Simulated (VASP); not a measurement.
# LiH (F-43m) in VASP: notebook

The runs below take LiH through relaxation of cell and atoms, single point, with PBE, HSE06.

Everything below comes from runs of VASP 6.6.1. Logs are shortened: lines on timing, memory, paths and dates and some standing lists are left out, and cuts for length are marked.

## Step 1: The cell of the first run

Symmetry: F-43m, No. 216, cubic system. The conventional cell has a = 5.418 Å, b = 5.418 Å, c = 5.418 Å, α = 90.00°, β = 90.00°, γ = 90.00°. Li (site symmetry -43m) has 4 H at 2.35 Å within 3.1 Å. H (site symmetry -43m) has 4 Li at 2.35 Å within 3.1 Å.

## Step 2: Relaxation of cell and atoms, PBE (atoms taken out)

Input file INCAR:

```
SYSTEM = LiH
PREC = Accurate
ENCUT = 600
EDIFF = 1E-7
ISMEAR = 0
SIGMA = 0.1
LREAL = .False.
LASPH = .True.
NELM = 80
ALGO = Normal
ISIF = 3
LWAVE = .False.
LCHARG = .False.
GGA = PE
IBRION = 2
NSW = 90
EDIFFG = -0.04
```

Input file KPOINTS:

```
regular mesh
0
Gamma
  6 6 6
  0 0 0
```

Input file POSCAR:

```
LiH
1.0
    0.0000000000      2.7089274600      2.7089274600
    2.7089274600      0.0000000000      2.7089274600
    2.7089274600      2.7089274600      0.0000000000
Li H
1 1
Direct
    0.0000000000      0.0000000000      0.0000000000
    0.7500000000      0.7500000000      0.7500000000
```

Potentials or basis: VASP PAW PBE potentials, release 64 (Li_sv, H).

Run with:

```sh
$ cat potpaw_PBE.64/Li_sv/POTCAR potpaw_PBE.64/H/POTCAR > POTCAR
$ mpirun -np 1 vasp_std > vasp.out
```

OUTCAR:

```text
SYSTEM = LiH
   PREC = Accurate
   ENCUT = 600
   EDIFF = 1E-7
   ISMEAR = 0
   LREAL = .False.
   LASPH = .True.
   NELM = 80
   ISIF = 3
   GGA = PE
   IBRION = 2
   NSW = 90
   EDIFFG = -0.04

 ion  position               nearest neighbor table
   1  0.000  0.000  0.000-
   2  0.750  0.750  0.750-

  LATTYP: Found a face centered cubic cell.
 ALAT       =     5.4178549200

  Lattice vectors:

 A1 = (   0.0000000000,   2.7089274600,   2.7089274600)
 A2 = (   2.7089274600,   0.0000000000,   2.7089274600)
 A3 = (   2.7089274600,   2.7089274600,   0.0000000000)

Analysis of symmetry for initial positions (statically):
=====================================================================
 Subroutine PRICEL returns:
 Original cell was already a primitive cell.

 Routine SETGRP: Setting up the symmetry group for a
 face centered cubic supercell.

 Subroutine GETGRP returns: Found 24 space group operations
 (whereof 24 operations were pure point group operations)
 out of a pool of 48 trial point group operations.

The static configuration has the point symmetry T_d .

Analysis of symmetry for dynamics (positions and initial velocities):
=====================================================================
 Subroutine PRICEL returns:
 Original cell was already a primitive cell.

 Routine SETGRP: Setting up the symmetry group for a
 face centered cubic supercell.

 Subroutine GETGRP returns: Found 24 space group operations
 (whereof 24 operations were pure point group operations)
 out of a pool of 48 trial point group operations.

The dynamic configuration has the point symmetry T_d .

 Subroutine INISYM returns: Found 24 space group operations
 (whereof 24 operations are pure point group operations),
 and found     1 'primitive' translations

----------------------------------------------------------------------------------------

                                     Primitive cell

  volume of cell :      39.7578

  direct lattice vectors                    reciprocal lattice vectors
     0.000000000  2.708927460  2.708927460    -0.184574894  0.184574894  0.184574894
     2.708927460  0.000000000  2.708927460     0.184574894 -0.184574894  0.184574894
     2.708927460  2.708927460  0.000000000     0.184574894  0.184574894 -0.184574894

  length of vectors
     3.831001953  3.831001953  3.831001953     0.319693095  0.319693095  0.319693095

  position of ions in fractional coordinates (direct lattice)
     0.000000000  0.000000000  0.000000000
     0.750000000  0.750000000  0.750000000

  ion indices of the primitive-cell ions
   primitive index   ion index
                 1           1
                 2           2

----------------------------------------------------------------------------------------

 KPOINTS: regular mesh

Automatic generation of k-mesh.
 Grid dimensions read from file:
 generate k-points for:    6    6    6

 Generating k-lattice:

  Cartesian coordinates                     Fractional coordinates (reciprocal lattice)
    -0.030762482  0.030762482  0.030762482     0.166666667  0.000000000  0.000000000
     0.030762482 -0.030762482  0.030762482     0.000000000  0.166666667  0.000000000
     0.030762482  0.030762482 -0.030762482     0.000000000  0.000000000  0.166666667

  Length of vectors
     0.053282182  0.053282182  0.053282182

  Shift w.r.t. Gamma in fractional coordinates (k-lattice)
     0.000000000  0.000000000  0.000000000

 Subroutine IBZKPT returns following result:
 ===========================================

 Found     16 irreducible k-points:

 Following reciprocal coordinates:
            Coordinates               Weight
  0.000000  0.000000  0.000000      1.000000
  0.166667  0.000000  0.000000      8.000000
  0.333333  0.000000  0.000000      8.000000
  0.500000  0.000000  0.000000      4.000000
  0.166667  0.166667  0.000000      6.000000
  0.333333  0.166667  0.000000     24.000000
[... 8 lines left out ...]
 -0.333333  0.333333  0.166667     24.000000
 -0.333333  0.500000  0.166667     12.000000
   k-points           NKPTS =     16   k-points in BZ     NKDIM =     16   number of bands    NBANDS=      6
   number of dos      NEDOS =    301   number of ions     NIONS =      2
   total plane-waves  NPLWV =  32768
   dimension x,y,z NGX =    32 NGY =   32 NGZ =   32
   dimension x,y,z NGXF=    64 NGYF=   64 NGZF=   64
   ions per type =               1   1
   NGX,Y,Z   is equivalent  to a cutoff of  13.89, 13.89, 13.89 a.u.
   NGXF,Y,Z  is equivalent  to a cutoff of  27.77, 27.77, 27.77 a.u.
 SYSTEM =  LiH
   PREC   = accura    normal or accurate (medium, high low for compatibility)
   ISTART =      0    job   : 0-new  1-cont  2-samecut
   ICHARG =      2    charge: 1-file 2-atom 10-const
   ISPIN  =      1    spin polarized calculation?
   LNONCOLLINEAR =      F non collinear calculations
   LSORBIT =      F    spin-orbit coupling
   LASPH  =      T    aspherical Exc in radial PAW
   ENCUT  =  600.0 eV  44.10 Ry    6.64 a.u.   7.65  7.65  7.65*2*pi/ulx,y,z
   NELM   =     80;   NELMIN=  2; NELMDL= -5     # of ELM steps
   EDIFF  = 0.1E-06   stopping-criterion for ELM
   LREAL  =      F    real-space projection
   EDIFFG = -.4E-01   stopping-criterion for IOM
   NSW    =     90    number of steps for IOM
   IBRION =      2    ionic relax: 0-MD 1-quasi-New 2-CG
   NFREE  =      1    steps in history (QN), initial steepest desc. (CG)
   ISIF   =      3    stress and relaxation
   ISYM   =      2    0-nonsym 1-usesym 2-fastsym
   POTIM  = 0.5000    time-step for ionic-motion
   TEBEG  =    0.0;   TEEND  =   0.0 temperature during run
   PSTRESS=    0.0 pullay stress
   NELECT =       4.0000    total number of electrons
   NUPDOWN=      -1.0000    fix difference up-down
   EMIN   =  10.00;   EMAX   =-10.00  energy-range for DOS
   EFERMI =   0.00;   METHOD = LEGACY
   ISMEAR =     0;   SIGMA  =   0.10  broadening in eV -4-tet -1-fermi 0-gaus
   EFERMI_NEDOS =   21; number of points for ismear=-14 and -15
   IALGO  =     38    algorithm
   IMIX   =      4    mixing-type and parameters
     AMIX     =   0.40;   BMIX     =  1.00
     AMIX_MAG =   1.60;   BMIX_MAG =  1.00
  volume/ion in A,a.u.               =      19.88       134.15
  Fermi-wavevector in a.u.,A,eV,Ry     =   0.761414  1.438864  7.887992  0.579751
  Thomas-Fermi vector in A             =   1.860648
   LORBIT       =      0    0 simple, 1 ext, 2 COOP (PROOUT), +10 PAW based schemes
   GGA     = PE    functional components
   LHFCALC =     F    Hartree Fock is set to
   AEXX    =    0.0000 exact exchange contribution
   IVDW    =     0    specifies the selected vdW correction
   LEPSILON=     F    determine dielectric tensor
   LRPA    =     F    only Hartree local field effects (RPA)
 conjugate gradient relaxation of ions
 non-spin polarized calculation
 Gauss-broadening in eV      SIGMA  =   0.10
  energy-cutoff  :      600.00
  volume of cell :       39.76
 maximum number of plane-waves:      1363
 NGX is ok and might be reduce to    32
   NGX = 15   NGY = 15   NGZ = 15

--------------------------------------- Ionic step        1  -------------------------------------------

 number of electron       3.9999998 magnetization

 Free energy of the ion-electron system (eV)
  ---------------------------------------------------
  ext. energy  EPLUGINS =         0.00000000
  ---------------------------------------------------
  free energy    TOTEN  =        -5.41814968 eV

  energy without entropy =       -5.41814968  energy(sigma->0) =       -5.41814968

------------------------ aborting loop because EDIFF is reached ----------------------------------------

  FORCE on cell =-STRESS in cart. coord.  units (eV):
  Direction    XX          YY          ZZ          XY          YZ          ZX
  --------------------------------------------------------------------------------------
  -------------------------------------------------------------------------------------
  Total       -1.5155335     -1.5155335     -1.5155335      0.0000000      0.0000000     -0.0000000
  in kB      -61.0736670    -61.0736670    -61.0736670      0.0000000      0.0000000     -0.0000000
  external PRESSURE =     -61.0736670 kB  Pullay stress =       0.0000000 kB
[... 93 lines left out ...]
  energy  without entropy=       -5.9602653299  energy(sigma->0) =       -5.96026533

--------------------------------------- Ionic step        4  -------------------------------------------

 number of electron       4.0000000 magnetization

 E-fermi :   1.4553     XC(G=0):  -9.9437

 val. band max:        0.9057298250   @ k =  -0.3333   0.5000   0.1667
 cond. band min:       6.8046128519   @ k =   0.5000   0.0000   0.0000
 fundamental gap:      5.8988830269
 Fermi energy:         1.4552737126

 k-point     1 :       0.0000    0.0000    0.0000
  band No.  band energies     occupation
      1     -41.4111      2.00000
      2      -4.0528      2.00000
      3      21.9883      0.00000
      4      26.5676      0.00000
      5      26.5676      0.00000
      6      26.5676      0.00000

 k-point     2 :       0.1667    0.0000    0.0000
  band No.  band energies     occupation
      1     -41.3474      2.00000
      2      -3.5645      2.00000
      3      16.8763      0.00000
      4      24.7159      0.00000
      5      24.7159      0.00000
      6      25.1168      0.00000
[... 193 lines left out ...]
  energy  without entropy=       -6.0236173749  energy(sigma->0) =       -6.02361737

--------------------------------------- Ionic step        6  -------------------------------------------

 number of electron       4.0000002 magnetization

 Free energy of the ion-electron system (eV)
  ---------------------------------------------------
  ext. energy  EPLUGINS =         0.00000000
  ---------------------------------------------------
  free energy    TOTEN  =        -6.03966516 eV

  energy without entropy =       -6.03966516  energy(sigma->0) =       -6.03966516

 E-fermi :  -1.1905     XC(G=0):  -7.7338

 val. band max:       -1.7099360726   @ k =  -0.3333   0.5000   0.1667
 cond. band min:       2.6029321243   @ k =   0.5000   0.0000   0.0000
 fundamental gap:      4.3128681969
 Fermi energy:        -1.1905395714

 k-point     1 :       0.0000    0.0000    0.0000
  band No.  band energies     occupation
      1     -44.9355      2.00000
      2      -5.3547      2.00000
      3      11.5674      0.00000
      4      15.7827      0.00000
      5      15.7827      0.00000
      6      15.7828      0.00000

 k-point     2 :       0.1667    0.0000    0.0000
  band No.  band energies     occupation
      1     -44.9296      2.00000
      2      -4.9184      2.00000
      3       9.0250      0.00000
      4      14.2105      0.00000
      5      14.6695      0.00000
      6      14.6695      0.00000
[... 153 lines left out ...]
  FREE ENERGIE OF THE ION-ELECTRON SYSTEM (eV)
  ---------------------------------------------------
  free  energy   TOTEN  =        -6.0396651585 eV

  energy  without entropy=       -6.0396651585  energy(sigma->0) =       -6.03966516

 reached required accuracy - stopping structural energy minimisation
```

Run time: 37 s. Hardware: 1 thread of AMD EPYC 7R13, shared host; peak memory 0.14 GiB.

Results:

```
Free energy                           : -6.0397 eV
Relaxed volume                        : 9.74 Å³/atom
Relaxed cell                          : a = 3.021 Å, b = 3.021 Å, c = 3.021 Å, α = 60.00°, β = 60.00°, γ = 60.00°
Space group after relaxing (to 0.1 Å) : F-43m (No. 216)
Energy gained by relaxing             : 310.8 meV/atom
Ionic steps                           : 6
Pressure after relaxing               : 0.3 GPa
Band gap on the k mesh                : 4.31 eV (least direct gap 5.30 eV)
```

The path:
```
step  energy change (eV)  largest force (eV/Å)  pressure (GPa)  volume (Å³)
   1              0.0000                0.0000           -6.11        39.76
   2             -0.1616                0.0000           -6.18        35.55
   3             -0.5421                0.0000           -4.30        24.74
   4              0.3610                0.0000           53.84        10.15
   5             -0.6055                0.0000           -2.32        21.77
   6             -0.6215                0.0000            0.27        19.49
```

Final structure:
```cif
data_structure
_symmetry_space_group_name_H-M 'P 1'
_symmetry_Int_Tables_number 1
_cell_length_a 3.0206
_cell_length_b 3.0206
_cell_length_c 3.0206
_cell_angle_alpha 60.000
_cell_angle_beta 60.000
_cell_angle_gamma 60.000
_cell_volume 19.49
loop_
_atom_site_label
_atom_site_type_symbol
_atom_site_fract_x
_atom_site_fract_y
_atom_site_fract_z
_atom_site_occupancy
Li1 Li 0.00000 0.00000 0.00000 1
H1 H 0.75000 0.75000 0.75000 1
```

Caveat: the cell differs from its parent crystal (atoms taken out); the cutoff is under 1.25 times the usual one of these potentials, so pressure, stress and relaxed cells hold a basis-set (Pulay) error; the volume moved by over 15 % at a fixed basis, so the end points are rough.

(Part 1 of 2 ends here.)
